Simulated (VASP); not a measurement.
# Sb (P4/mmm) in VASP: a series of runs

The runs below take Sb through single point, with r2SCAN.

All numbers are computed with VASP 6.6.1; they aren't measurements. Logs are shortened: lines on timing, memory, paths and dates and some standing lists are left out, and cuts for length are marked.

## (1) The cell of the first run

Symmetry: P4/mmm, No. 123, tetragonal system. Conventional cell: a = 3.160 Å, b = 3.160 Å, c = 3.081 Å, α = 90.00°, β = 90.00°, γ = 90.00°. Within 4.1 Å of Sb (site symmetry 4/mmm) lie 6 Sb at 3.08 to 3.16 Å.

## (2) Single point, r2SCAN (strain +0.000 along x and y, -0.025 along z)

The input, POSCAR:

```
Sb
1.0
    3.1600000000      0.0000000000      0.0000000000
    0.0000000000      3.1600000000      0.0000000000
    0.0000000000      0.0000000000      3.0810000000
Sb
1
Direct
    0.0000000000      0.0000000000      0.0000000000
```

The input, INCAR.step1:

```
SYSTEM = Sb
PREC     = Accurate       ! precision mode
ENCUT    = 520            ! plane-wave cutoff, eV
ISMEAR   = 0              ! smearing method
SIGMA    = 0.15           ! smearing width, eV
LREAL    = .FALSE.        ! projectors in reciprocal space
LASPH    = .TRUE.         ! aspherical terms in the spheres
NELM     = 60             ! most SCF steps
NBANDS   = 8              ! bands
GGA      = PE             ! functional
ALGO     = Normal         ! electronic algorithm
EDIFF    = 1E-4           ! SCF threshold, eV
LWAVE    = .TRUE.         ! write WAVECAR
LCHARG   = .FALSE.        ! write CHGCAR
```

The input, INCAR.step2:

```
SYSTEM = Sb
PREC     = Accurate       ! precision mode
ENCUT    = 520            ! plane-wave cutoff, eV
EDIFF    = 1E-6           ! SCF threshold, eV
ISMEAR   = 0              ! smearing method
SIGMA    = 0.15           ! smearing width, eV
LREAL    = .FALSE.        ! projectors in reciprocal space
LASPH    = .TRUE.         ! aspherical terms in the spheres
NELM     = 60             ! most SCF steps
ALGO     = Normal         ! electronic algorithm
ISIF     = 2              ! what is computed and relaxed
LWAVE    = .FALSE.        ! write WAVECAR
LCHARG   = .FALSE.        ! write CHGCAR
METAGGA  = R2SCAN         ! meta-GGA
LMIXTAU  = .TRUE.       
NBANDS   = 8              ! bands
ISTART   = 1
```

The input, KPOINTS:

```
Automatic mesh
0
G
  16 16 16
  0 0 0
```

Potentials or basis: VASP PAW PBE potentials, release 64 (Sb).

Launch:

```
> cat potpaw_PBE.64/Sb/POTCAR > POTCAR
> cp INCAR.step1 INCAR
> mpirun -np 1 vasp_std > vasp.out
> cp INCAR.step2 INCAR
> mpirun -np 1 vasp_std > vasp.out
```

OUTCAR:

```text
SYSTEM = Sb
   PREC = Accurate
   ENCUT = 520
   EDIFF = 1E-6
   ISMEAR = 0
   LREAL = .FALSE.
   LASPH = .TRUE.
   NELM = 60
   ISIF = 2
   METAGGA = R2SCAN
   ISTART = 1

 ion  position               nearest neighbor table
   1  0.000  0.000  0.000-

  LATTYP: Found a simple tetragonal cell.
 ALAT       =     3.1600000000
 C/A-ratio  =     0.9750000000

  Lattice vectors:

 A1 = (   3.1600000000,   0.0000000000,   0.0000000000)
 A2 = (   0.0000000000,   3.1600000000,   0.0000000000)
 A3 = (   0.0000000000,   0.0000000000,   3.0810000000)

Analysis of symmetry for initial positions (statically):
=====================================================================
 Subroutine PRICEL returns:
 Original cell was already a primitive cell.

 Routine SETGRP: Setting up the symmetry group for a
 simple tetragonal supercell.

 Subroutine GETGRP returns: Found 16 space group operations
 (whereof 16 operations were pure point group operations)
 out of a pool of 16 trial point group operations.

The static configuration has the point symmetry D_4h.

Analysis of symmetry for dynamics (positions and initial velocities):
=====================================================================
 Subroutine PRICEL returns:
 Original cell was already a primitive cell.

 Routine SETGRP: Setting up the symmetry group for a
 simple tetragonal supercell.

 Subroutine GETGRP returns: Found 16 space group operations
 (whereof 16 operations were pure point group operations)
 out of a pool of 16 trial point group operations.

The dynamic configuration has the point symmetry D_4h.

 Subroutine INISYM returns: Found 16 space group operations
 (whereof 16 operations are pure point group operations),
 and found     1 'primitive' translations

----------------------------------------------------------------------------------------

                                     Primitive cell

  volume of cell :      30.7656

  direct lattice vectors                    reciprocal lattice vectors
     3.160000000  0.000000000  0.000000000     0.316455696  0.000000000  0.000000000
     0.000000000  3.160000000  0.000000000     0.000000000  0.316455696  0.000000000
     0.000000000  0.000000000  3.081000000     0.000000000  0.000000000  0.324569945

  length of vectors
     3.160000000  3.160000000  3.081000000     0.316455696  0.316455696  0.324569945

  position of ions in fractional coordinates (direct lattice)
     0.000000000  0.000000000  0.000000000

  ion indices of the primitive-cell ions
   primitive index   ion index
                 1           1

----------------------------------------------------------------------------------------

 KPOINTS: Automatic mesh

Automatic generation of k-mesh.
 Grid dimensions read from file:
 generate k-points for:   16   16   16

 Generating k-lattice:

  Cartesian coordinates                     Fractional coordinates (reciprocal lattice)
     0.019778481  0.000000000  0.000000000     0.062500000  0.000000000  0.000000000
     0.000000000  0.019778481  0.000000000     0.000000000  0.062500000  0.000000000
     0.000000000  0.000000000  0.020285622     0.000000000  0.000000000  0.062500000

  Length of vectors
     0.019778481  0.019778481  0.020285622

  Shift w.r.t. Gamma in fractional coordinates (k-lattice)
     0.000000000  0.000000000  0.000000000

 Subroutine IBZKPT returns following result:
 ===========================================

 Found    405 irreducible k-points:

 Following reciprocal coordinates:
            Coordinates               Weight
  0.000000  0.000000  0.000000      1.000000
  0.062500  0.000000  0.000000      4.000000
  0.125000  0.000000  0.000000      4.000000
  0.187500  0.000000  0.000000      4.000000
  0.250000  0.000000  0.000000      4.000000
  0.312500  0.000000  0.000000      4.000000
[... 16 lines left out ...]
  0.437500  0.125000  0.000000      8.000000
  0.500000  0.125000  0.000000      4.000000
 [... further k-points ...]
   k-points           NKPTS =    405   k-points in BZ     NKDIM =    405   number of bands    NBANDS=      8
   number of dos      NEDOS =    301   number of ions     NIONS =      1
   total plane-waves  NPLWV =  13824
   dimension x,y,z NGX =    24 NGY =   24 NGZ =   24
   dimension x,y,z NGXF=    48 NGYF=   48 NGZF=   48
   ions per type =               1
   NGX,Y,Z   is equivalent  to a cutoff of  12.63, 12.63, 12.95 a.u.
   NGXF,Y,Z  is equivalent  to a cutoff of  25.25, 25.25, 25.90 a.u.
 SYSTEM =  Sb
   PREC   = accura    normal or accurate (medium, high low for compatibility)
   ISTART =      1    job   : 0-new  1-cont  2-samecut
   ICHARG =      0    charge: 1-file 2-atom 10-const
   ISPIN  =      1    spin polarized calculation?
   LNONCOLLINEAR =      F non collinear calculations
   LSORBIT =      F    spin-orbit coupling
   LASPH  =      T    aspherical Exc in radial PAW
   ENCUT  =  520.0 eV  38.22 Ry    6.18 a.u.   5.88  5.88  5.73*2*pi/ulx,y,z
[... 26 lines left out ...]
   METAGGA = R2SCAN    functional components
   LHFCALC =     F    Hartree Fock is set to
   AEXX    =    0.0000 exact exchange contribution
   IVDW    =     0    specifies the selected vdW correction
   LEPSILON=     F    determine dielectric tensor
   LRPA    =     F    only Hartree local field effects (RPA)
 non-spin polarized calculation
 Gauss-broadening in eV      SIGMA  =   0.15
  energy-cutoff  :      520.00
  volume of cell :       30.77
 maximum number of plane-waves:       852
 NGX is ok and might be reduce to    24
   NGX = 11   NGY = 11   NGZ = 11

 number of electron       5.0000000 magnetization

 Free energy of the ion-electron system (eV)
  ---------------------------------------------------
  ext. energy  EPLUGINS =         0.00000000
  ---------------------------------------------------
  free energy    TOTEN  =       -25.62717331 eV

  energy without entropy =      -25.62214376  energy(sigma->0) =      -25.62465854

 E-fermi :   6.6763     XC(G=0):  -9.9721

 val. band max:        6.6757204335   @ k =   0.5000   0.2500   0.0000
 cond. band min:       6.6825644687   @ k =   0.1250   0.0000   0.1875
 fundamental gap:      0.0068440352
 Fermi energy:         6.6763261677

 k-point     1 :       0.0000    0.0000    0.0000
  band No.  band energies     occupation
      1      -6.0686      2.00000
      2       9.7804      0.00000
      3       9.7804      0.00000
      4      10.5250      0.00000
      5      13.7296      0.00000
      6      13.9737      0.00000
      7      15.6946      0.00000
      8      24.7016      0.00000

 k-point     2 :       0.0625    0.0000    0.0000
  band No.  band energies     occupation
      1      -6.0124      2.00000
      2       9.0505      0.00000
      3       9.8351      0.00000
      4      10.5802      0.00000
      5      13.9102      0.00000
      6      14.4523      0.00000
      7      15.9405      0.00000
      8      24.1269      0.00000

 k-point     3 :       0.1250    0.0000    0.0000
  band No.  band energies     occupation
      1      -5.8449      2.00000
      2       7.6117      0.00000
      3       9.9960      0.00000
      4      10.7424      0.00000
      5      14.0607      0.00000
      6      15.1701      0.00000
      7      17.0289      0.00000
      8      23.0720      0.00000

 k-point     4 :       0.1875    0.0000    0.0000
  band No.  band energies     occupation
      1      -5.5710      2.00000
      2       6.0664      2.00000
      3      10.2528      0.00000
      4      11.0014      0.00000
      5      14.2861      0.00000
      6      15.5745      0.00000
      7      18.7737      0.00000
      8      21.9513      0.00000

 k-point     5 :       0.2500    0.0000    0.0000
  band No.  band energies     occupation
      1      -5.2011      2.00000
      2       4.5877      2.00000
      3      10.5858      0.00000
      4      11.3374      0.00000
      5      14.5907      0.00000
      6      15.9674      0.00000
      7      20.5429      0.00000
      8      20.8718      0.00000
[... 177 lines left out ...]
 k-point    22 :       0.3750    0.1250    0.0000
  band No.  band energies     occupation
      1      -4.0607      2.00000
      2       2.3433      2.00000
      3       9.2404      0.00000
      4      12.3089      0.00000
      5      15.7442      0.00000
      6      16.5364      0.00000
      7      18.8130      0.00000
      8      19.9012      0.00000

 k-point    23 :       0.4375    0.1250    0.0000
  band No.  band energies     occupation
      1      -3.6613      2.00000
      2       1.5502      2.00000
      3       9.5586      0.00000
      4      12.5917      0.00000
      5      15.1998      0.00000
      6      16.9144      0.00000
      7      19.0634      0.00000
      8      19.3672      0.00000

 k-point    24 :       0.5000    0.1250    0.0000
  band No.  band energies     occupation
      1      -3.4948      2.00000
      2       1.2517      2.00000
      3       9.6843      0.00000
      4      12.6998      0.00000
      5      14.9884      0.00000
      6      17.1013      0.00000
      7      19.0859      0.00000
      8      19.1748      0.00000

 [... further k-points ...]

------------------------ aborting loop because EDIFF is reached ----------------------------------------

  FORCE on cell =-STRESS in cart. coord.  units (eV):
  Direction    XX          YY          ZZ          XY          YZ          ZX
  --------------------------------------------------------------------------------------
  -------------------------------------------------------------------------------------
  Total       -0.6258953     -0.6258953     -0.1865351      0.0000000      0.0000000     -0.0000000
  in kB      -32.5946547    -32.5946547     -9.7141632      0.0000000      0.0000000     -0.0000000
  external PRESSURE =     -24.9678242 kB  Pullay stress =       0.0000000 kB

 VOLUME and BASIS-vectors are now :
 -----------------------------------------------------------------------------
  energy-cutoff  :      520.00
  volume of cell :       30.77
      direct lattice vectors                 reciprocal lattice vectors
     3.160000000  0.000000000  0.000000000     0.316455696  0.000000000  0.000000000
     0.000000000  3.160000000  0.000000000     0.000000000  0.316455696  0.000000000
     0.000000000  0.000000000  3.081000000     0.000000000  0.000000000  0.324569945

 POSITION                                       TOTAL-FORCE (eV/Angst)
 -----------------------------------------------------------------------------------
      0.00000      0.00000      0.00000         0.000000      0.000000      0.000000
 -----------------------------------------------------------------------------------
    total drift:                                0.000000      0.000000     -0.000000

  FREE ENERGIE OF THE ION-ELECTRON SYSTEM (eV)
  ---------------------------------------------------
  free  energy   TOTEN  =       -25.6271733077 eV

  energy  without entropy=      -25.6221437626  energy(sigma->0) =      -25.62465854
```

Run time: 56 s. Hardware: 1 thread of Intel Xeon 6975P-C (Granite Rapids), shared host; peak memory 0.22 GiB.

Results:

```yaml
Free_energy: -25.6272 eV
Pressure: -2.5 GPa
Band_gap_on_the_k_mesh: zero (an odd number of electrons rules out a gap without spin polarisation)
```

Levels at points of the mesh, in eV from the Fermi level:
| k point | band 1 | band 2 | band 3 | band 4 | band 5 | band 6 | band 7 |
| --- | --- | --- | --- | --- | --- | --- | --- |
| (0.00, 0.00, 0.00) | -12.74 | 3.10 | 3.10 | 3.85 | 7.05 | 7.30 | 9.02 |
| (0.50, 0.00, 0.00) | -10.40 | -5.63 | 5.04 | 5.80 | 9.21 | 11.29 | 11.68 |
| (0.50, 0.50, 0.00) | -7.89 | -3.69 | -3.69 | 2.55 | 7.79 | 13.38 | 14.12 |
| (0.00, 0.00, 0.50) | -10.06 | -5.71 | 5.32 | 5.32 | 9.26 | 11.00 | 11.67 |
| (0.50, 0.00, 0.50) | -7.52 | -3.81 | -3.45 | 2.61 | 7.30 | 13.18 | 13.49 |
| (0.50, 0.50, 0.50) | -4.65 | -2.01 | -1.62 | -1.62 | 5.16 | 5.16 | 5.36 |

Caveat: the cell differs from its parent crystal (strain +0.000 along x and y, -0.025 along z); the PAW data sets were made with another functional, which shifts forces and pressure a little; spin-orbit coupling is left out, which moves the levels of the heavy elements; an odd number of electrons without spin polarisation forces a metal; a magnetic or distorted state may lie lower.

## (3) Single point, r2SCAN (strain -0.025 along x and y, +0.025 along z)

The input, POSCAR:

```
Sb
1.0
    3.0810000000      0.0000000000      0.0000000000
    0.0000000000      3.0810000000      0.0000000000
    0.0000000000      0.0000000000      3.2390000000
Sb
1
Direct
    0.0000000000      0.0000000000      0.0000000000
```

The input, INCAR.step1:

```
PREC = Accurate ; ENCUT = 520
ISMEAR = 0 ; SIGMA = 0.15
LREAL = False ; LASPH = True
NELM = 100 ; NBANDS = 8
GGA = PE ; ALGO = Normal
EDIFF = 1E-4 ; LWAVE = True
LCHARG = False
```

The input, INCAR.step2:

```
PREC = Accurate ; ENCUT = 520
EDIFF = 1E-7 ; ISMEAR = 0
SIGMA = 0.15 ; LREAL = False
LASPH = True ; NELM = 100
ALGO = Normal ; ISIF = 2
LWAVE = False ; LCHARG = False
METAGGA = R2SCAN ; LMIXTAU = True
NBANDS = 8 ; ISTART = 1
```

The input, KPOINTS:

```
regular mesh
0
Gamma
  16 16 16
```

Potentials or basis: VASP PAW PBE potentials, release 64 (Sb).

Launch:

```
> cat potpaw_PBE.64/Sb/POTCAR > POTCAR
> cp INCAR.step1 INCAR
> mpirun -np 1 vasp_std > vasp.out
> cp INCAR.step2 INCAR
> mpirun -np 1 vasp_std > vasp.out
```

Run time: 67 s. Hardware: 1 thread of Intel Xeon 6975P-C (Granite Rapids), shared host; peak memory 0.22 GiB.

Results (log left out):

| Property | Result |
| --- | --- |
| Free energy | -25.6147 eV |
| Pressure | -2.2 GPa |
| Band gap on the k mesh | zero (an odd number of electrons rules out a gap without spin polarisation) |

Stress tensor (GPa, compression positive):
```
-0.53  0.00  0.00
 0.00 -0.53  0.00
 0.00  0.00 -5.50
```

Levels at points of the mesh, in eV from the Fermi level:
```
           k point  band 1  band 2  band 3  band 4  band 5  band 6  band 7
(0.00, 0.00, 0.00)  -12.77    2.41    3.82    3.82    6.69    7.52    9.17
(0.50, 0.00, 0.00)  -10.09   -5.73    4.60    6.05    9.14   10.79   11.06
(0.50, 0.50, 0.00)   -7.17   -3.59   -3.59    2.65    6.85   12.99   13.15
(0.00, 0.00, 0.50)  -10.73   -5.58    5.52    5.52    9.23   11.74   12.29
(0.50, 0.00, 0.50)   -7.89   -4.05   -3.36    2.55    7.80   13.38   13.87
(0.50, 0.50, 0.50)   -4.64   -2.01   -2.01   -1.24    4.95    5.36    5.36
```

Caveat: the cell differs from its parent crystal (strain -0.025 along x and y, +0.025 along z); the PAW data sets were made with another functional, which shifts forces and pressure a little; spin-orbit coupling is left out, which moves the levels of the heavy elements; an odd number of electrons without spin polarisation forces a metal; a magnetic or distorted state may lie lower.

## (4) Single point, r2SCAN (strain -0.025 along x and y, +0.050 along z)

POSCAR, as its differences from that of step 3:

```diff
@@ -4,3 +4,3 @@
     0.0000000000      3.0810000000      0.0000000000
-    0.0000000000      0.0000000000      3.2390000000
+    0.0000000000      0.0000000000      3.3180000000
 Sb
```

The input, INCAR.step1:

```
PREC     = Accurate       # precision mode
ENCUT    = 520            # plane-wave cutoff, eV
ISMEAR   = 0              # smearing method
SIGMA    = 0.15           # smearing width, eV
LREAL    = False          # projectors in reciprocal space
LASPH    = True           # aspherical terms in the spheres
NELM     = 80             # most SCF steps
NBANDS   = 8              # bands
GGA      = PE             # functional
ALGO     = Normal         # electronic algorithm
EDIFF    = 1E-4           # SCF threshold, eV
LWAVE    = True           # write WAVECAR
LCHARG   = False          # write CHGCAR
```

The input, INCAR.step2:

```
PREC     = Accurate       # precision mode
ENCUT    = 520            # plane-wave cutoff, eV
EDIFF    = 1E-7           # SCF threshold, eV
ISMEAR   = 0              # smearing method
SIGMA    = 0.15           # smearing width, eV
LREAL    = False          # projectors in reciprocal space
LASPH    = True           # aspherical terms in the spheres
NELM     = 80             # most SCF steps
ALGO     = Normal         # electronic algorithm
ISIF     = 2              # what is computed and relaxed
LWAVE    = False          # write WAVECAR
LCHARG   = True           # write CHGCAR
METAGGA  = R2SCAN         # meta-GGA
LMIXTAU  = True         
LELF     = True           # ELF
LVHAR    = True         
NBANDS   = 8              # bands
ISTART   = 1
```

KPOINTS is that of step 3.

Launch:

```
> cat potpaw_PBE.64/Sb/POTCAR > POTCAR
> cp INCAR.step1 INCAR
> mpirun -np 1 vasp_std > vasp.out
> cp INCAR.step2 INCAR
> mpirun -np 1 vasp_std > vasp.out
```

Wall time 86 s (1 thread of Intel Xeon 6975P-C (Granite Rapids), shared host); peak memory 0.23 GiB.

The run converged. Its results:

| Item | Value |
| --- | --- |
| Free energy | -25.5847 eV |
| Pressure | -3.0 GPa |
| Band gap on the k mesh | zero (an odd number of electrons rules out a gap without spin polarisation) |

Stress tensor (GPa, compression positive):
```
-0.84  0.00  0.00
 0.00 -0.84  0.00
 0.00  0.00 -7.29
```

Levels at points of the mesh, in eV from the Fermi level:
```csv
k point,band 1,band 2,band 3,band 4,band 5,band 6,band 7
"(0.00, 0.00, 0.00)",-12.62,1.95,3.96,3.96,6.35,7.64,9.22
"(0.50, 0.00, 0.00)",-9.92,-5.61,4.14,6.20,8.96,10.47,10.61
"(0.50, 0.50, 0.00)",-6.98,-3.46,-3.46,2.77,6.37,12.69,12.76
"(0.00, 0.00, 0.50)",-10.82,-5.37,5.45,5.45,9.17,11.90,12.12
"(0.50, 0.00, 0.50)",-7.99,-4.11,-3.12,2.63,7.72,13.26,13.82
"(0.50, 0.50, 0.50)",-4.77,-2.08,-2.08,-0.97,4.87,5.47,5.47
```

Caveat: the cell differs from its parent crystal (strain -0.025 along x and y, +0.050 along z); the stress differs along the axes, from -7 to -1 GPa; the PAW data sets were made with another functional, which shifts forces and pressure a little; spin-orbit coupling is left out, which moves the levels of the heavy elements; an odd number of electrons without spin polarisation forces a metal; a magnetic or distorted state may lie lower.

## (5) Summary

| cell | gap on the mesh (eV) | pressure (GPa) |
| --- | --- | --- |
| a = 3.160, b = 3.160, c = 3.081 Å, 1 atom | none | -2.5 |
| a = 3.081, b = 3.081, c = 3.239 Å, 1 atom | none | -2.2 |
| a = 3.081, b = 3.081, c = 3.318 Å, 1 atom | none | -3.0 |

Alike in all rows: task single point; level r2SCAN; potentials or basis VASP PAW PBE potentials, release 64 (Sb); no spin polarisation; k mesh 16 × 16 × 16; cutoff (eV) 520; smearing gaussian 0.15 eV.

Caveats: the PAW data sets were made with another functional, which shifts forces and pressure a little; spin-orbit coupling is left out, which moves the levels of the heavy elements; an odd number of electrons without spin polarisation forces a metal; a magnetic or distorted state may lie lower; the stress differs along the axes, from -7 to -1 GPa (at least some runs).

Absolute energies hang on the potentials; compare differences alone.

The gap in the log of VASP goes by the Fermi energy; the results here count the filled bands.